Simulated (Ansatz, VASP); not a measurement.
One calculation of Re, two programs

Contents of INCAR:

```
SYSTEM = Re
  PREC = Accurate
  ENCUT = 520
  EDIFF = 1E-6
  ISMEAR = 0
  SIGMA = 0.1
  LREAL = .FALSE.
  LASPH = .TRUE.
  NELM = 60
  ALGO = Normal
  ISIF = 2
  LWAVE = .FALSE.
  LCHARG = .FALSE.
  LDIPOL = .TRUE.
  IDIPOL = 3
  DIPOL = 0.5 0.5 0.498
  GGA = CA
  NBANDS = 34
```

The input KPOINTS:

```
Automatic mesh
0
G
  21 21 1
  0 0 0
```

File POSCAR:

```
Re
1.0
    2.7653363800      0.0000000000      0.0000000000
   -1.3826681900      2.3948515500      0.0000000000
    0.0000000000      0.0000000000     30.4207300738
Re
7
Direct
    0.6666666663      0.3333333337      0.2794147274
    0.3333333337      0.6666666674      0.3529431516
    0.6666666663      0.3333333337      0.4264715758
    0.3333333337      0.6666666674      0.4987376352
    0.6666666663      0.3333333337      0.5702036019
    0.3333333337      0.6666666674      0.6444352681
    0.6666666663      0.3333333337      0.7124995318
```

Input for Ansatz:

```yaml
crystal:
  lattice:
    - [2.76533638, 0.0, 0.0]
    - [-1.38266819, 2.39485155, 0.0]
    - [0.0, 0.0, 30.4207300738]
  atoms:
    - { symbol: Re, position: [0.6666666663, 0.3333333337, 0.2794147274] }
    - { symbol: Re, position: [0.3333333337, 0.6666666674, 0.3529431516] }
    - { symbol: Re, position: [0.6666666663, 0.3333333337, 0.4264715758] }
    - { symbol: Re, position: [0.3333333337, 0.6666666674, 0.4987376352] }
    - { symbol: Re, position: [0.6666666663, 0.3333333337, 0.5702036019] }
    - { symbol: Re, position: [0.3333333337, 0.6666666674, 0.6444352681] }
    - { symbol: Re, position: [0.6666666663, 0.3333333337, 0.7124995318] }
basis:
  ecutwfc: 420
  fft_grid_basis: typed
kpoints:
  mp_grid: { grid: [21, 21, 1] }
hamiltonian:
  xc: lda
scf:
  occupations: { method: gaussian, width: 0.1 }
output:
  forces: true
  eigenvalues: true
  band_densities:
    - { e_range: [-2.0, -1.0] }
    - { e_range: [-1.0, -0.5] }
    - { e_range: [-0.5, -0.25] }
    - { e_range: [-0.25, 0.0] }
    - { e_range: [0.0, 0.25] }
    - { e_range: [0.25, 0.5] }
    - { e_range: [0.5, 1.0] }
    - { e_range: [1.0, 1.5] }
  band_residual_tolerance: 1.0e-05
  write_potential: true
  elf: true
  write_density: true
  volumetric_format: npy
efield:
  axis: 3
  dipole_correction: true
  ramp_width: 0.04
checkpoint:
  read: start.run
  write: ck
  compress: false
  write_wavefunctions: false
  write_every: 100000
```

Alike in both runs: task single point; functional LDA; k mesh 21 × 21 × 1; occupations gaussian, width 0.1 eV; no spin polarisation.

|  | VASP | Ansatz |
| --- | --- | --- |
| version | VASP 6.6.1 | Ansatz 0.2.0 |
| potentials or method | VASP PAW LDA potentials, release 64 (Re), cutoff 520 eV | scalar-relativistic, plane waves, PAW |
| valence electrons in the cell | 49 | 105 |

|  | VASP | Ansatz | Ansatz less VASP |
| --- | --- | --- | --- |
| gap on the k mesh at the Fermi level (eV) | none | none | - |
| rms of the force components (eV/Å) | 0.463 | 0.451 | -0.0120 |

LDA's correlation is that of Perdew and Zunger in VASP and of Perdew and Wang (1992) in Ansatz. Atom by atom the forces differ by 0.019 eV/Å (rms over components). A gap of «none» marks a metal or a gap that the smearing closes. VASP's potentials hold 49 valence electrons a cell and Ansatz's 105, so a difference there can come from the potentials and not from the codes. Ansatz's warnings: published levels not confirmed, xc potential rough in thin density.

Neither program's run includes spin-orbit coupling.
